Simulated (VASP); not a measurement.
A run of VASP 6.6.1:

The input INCAR:

```
SYSTEM = MgS
ALGO = Normal ; EDIFF = 1E-6
ENCUT = 520 ; GGA = PE
ISIF = 2 ; ISMEAR = 0
LASPH = .TRUE. ; LCHARG = .TRUE.
LELF = .TRUE. ; LREAL = .FALSE.
LVHAR = .TRUE. ; LWAVE = .FALSE.
NBANDS = 11 ; NELM = 100
PREC = Accurate ; SIGMA = 0.03
```

KPOINTS

```
k-points
0
G
  9 9 9
  0 0 0
```

File POSCAR:

```
MgS
1.0
    0.0000000000      2.6016500000      2.6016500000
    2.6016500000      0.0000000000      2.6016500000
    2.6016500000      2.6016500000      0.0000000000
S Mg
1 1
Direct
    0.5000000000      0.5000000000      0.5000000000
    0.0000000000      0.0000000000      0.0000000000
```

Potentials or basis: VASP PAW PBE potentials, release 64 (S, Mg).

Launch:

```console
$ cat potpaw_PBE.64/S/POTCAR potpaw_PBE.64/Mg/POTCAR > POTCAR
$ mpirun -np 1 vasp_std > vasp.out
```

Hardware: 1 thread of AMD EPYC 9R45 96-Core Processor (Zen 5), on a shared host.

Task: How long does it take, and how much memory?

Result: Wall time 7.6 s on 1 thread of AMD EPYC 9R45 96-Core Processor (Zen 5) (shared host), peak memory 0.13 GiB. Counts: scf iterations 12, k points 35.
